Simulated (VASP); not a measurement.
Input of a VASP 6.6.1 run:

The input INCAR:

```
SYSTEM = Zn9O8
  ALGO = Normal
  EDIFF = 1E-6
  ENCUT = 520
  GGA = CA
  ISIF = 2
  ISMEAR = 0
  LASPH = .True.
  LCHARG = .False.
  LREAL = Auto
  LWAVE = .False.
  NBANDS = 92
  NELM = 80
  PREC = Accurate
  SIGMA = 0.05
```

File KPOINTS:

```
k-points
0
Gamma
  2 2 2
  0 0 0
```

Contents of POSCAR:

```
Zn9O8
1.0
   -3.2190000000     -5.5754720000      0.0000000000
    4.8285000000     -2.7877360000      0.0000000000
    0.0000000000      0.0000000000      5.1489000000
Zn O
9 8
Direct
    0.4870324005      0.3231455518      0.0110641108
    0.4896328714      0.6692393524      0.4768878790
    0.2554164295      0.8363743371     -0.0080731807
    0.2554620097      0.1663345158      0.4998306434
    0.0243702839      0.3235909586      0.0115983997
    0.0217891584      0.6696355599      0.4777503933
    0.7556838965      0.8495508880      0.0148723028
    0.7555766403      0.1538049508      0.4797952961
    0.7551655091      0.5024323856      0.7304917555
    0.4996495352      0.3267648036      0.3775573423
    0.5015967169      0.6681298192      0.8865433394
    0.2556807213      0.8420855839      0.3683542116
    0.2554787393      0.1594930231      0.8702750102
    0.0113664172      0.3273713362      0.3781217347
    0.0094884629      0.6677871724      0.8856439239
    0.7558160087      0.8307142450      0.3816253957
    0.7560324043      0.1670393102      0.8888152809
```

Potentials or basis: VASP PAW LDA potentials, release 64 (Zn, O).

The run is started by

```bash
$ cat potpaw_LDA.64/Zn/POTCAR potpaw_LDA.64/O/POTCAR > POTCAR
$ mpirun -np 1 vasp_std > vasp.out
```

Problem. Estimate the pressure.

Solution. 14.2 GPa.

Problem. Estimate the band gap on the k mesh.

Solution. Zero (band 78 reaches 4.69 eV, above the bottom of band 79 at 4.32 eV).

Problem. Estimate the largest force.

Solution. 0.056 eV/Å.

Stress tensor (GPa, compression positive):
```
13.52 -0.20  0.05
-0.20 13.28 -0.03
 0.05 -0.03 15.67
```

Caveat: the k points lie up to 0.61 Å⁻¹ apart.
